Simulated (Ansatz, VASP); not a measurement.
# Two plane-wave programs on CdAu2

```
Cd Au
1.0
     4.75720    0.00000    0.00000
    -2.37860    4.11986    0.00000
     0.00000    0.00000    2.97935
Cd Au
1 2
Direct
  0.00000 0.00000 0.00000
  0.33333 0.66667 0.50000
  0.66667 0.33333 0.50000
```

Alike in both runs: task relaxation of cell and atoms; functional PBE; k mesh 12 × 12 × 16; occupations gaussian, width 0.1 eV; no spin polarisation.

|  | VASP | Ansatz |
| --- | --- | --- |
| version | VASP 6.6.1 | Ansatz 0.2.0 |
| potentials or method | VASP PAW PBE potentials, release 64 (Cd, Au), cutoff 600 eV | scalar-relativistic, plane waves, PAW |
| valence electrons in the cell | 34 | 58 |

```tsv
	VASP	Ansatz	Ansatz less VASP
gap on the k mesh at the Fermi level, each at its own relaxed structure (eV)	none	none	-
relaxed volume (Å³/atom)	19.27	19.24	-0.026
relaxed length of the cell vector where the two differ most in proportion (Å)	2.913	2.911	-0.0024
```

A gap of «none» marks a metal or a gap that the smearing closes. VASP's potentials hold 34 valence electrons a cell and Ansatz's 58, so a difference there can come from the potentials and not from the codes.

Spin-orbit coupling is off throughout.
